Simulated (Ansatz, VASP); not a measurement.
One calculation of SiNi2, two programs

```
Si Ni
1.0
     3.98452    0.00000    0.00000
    -1.99226    3.45069    0.00000
     0.00000    0.00000    4.76948
Si Ni
2 4
Direct
  0.33333 0.66667 0.75000
  0.66667 0.33333 0.25000
  0.00000 0.00000 0.00000
  0.00000 0.00000 0.50000
  0.33333 0.66667 0.25000
  0.66667 0.33333 0.75000
```

Change from the starting cell: strain +0.030 along x and y, -0.030 along z, atoms carried along.

Alike in both runs: task single point; functional PBEsol; k mesh 12 × 12 × 10; occupations gaussian, width 0.15 eV; no spin polarisation.

|  | VASP | Ansatz |
| --- | --- | --- |
| version | VASP 6.6.1 | Ansatz 0.2.0 |
| potentials or method | VASP PAW PBE potentials, release 64 (Si, Ni), cutoff 520 eV | scalar-relativistic, plane waves, PAW |
| valence electrons in the cell | 48 | 80 |

VASP gave:

- gap on the k mesh at the Fermi level (eV): none
- pressure (GPa): -6.2
- traceless stress, the component that is largest in VASP (GPa): 11.96

Question: Estimate Ansatz's values.

Answer: gap on the k mesh at the Fermi level (eV): none; pressure (GPa): -6.5; traceless stress, the component that is largest in VASP (GPa): 12.10.

VASP's potentials were made for PBE, not for PBEsol. A gap of «none» marks a metal or a gap that the smearing closes. VASP's potentials hold 48 valence electrons a cell and Ansatz's 80, so a difference there can come from the potentials and not from the codes.
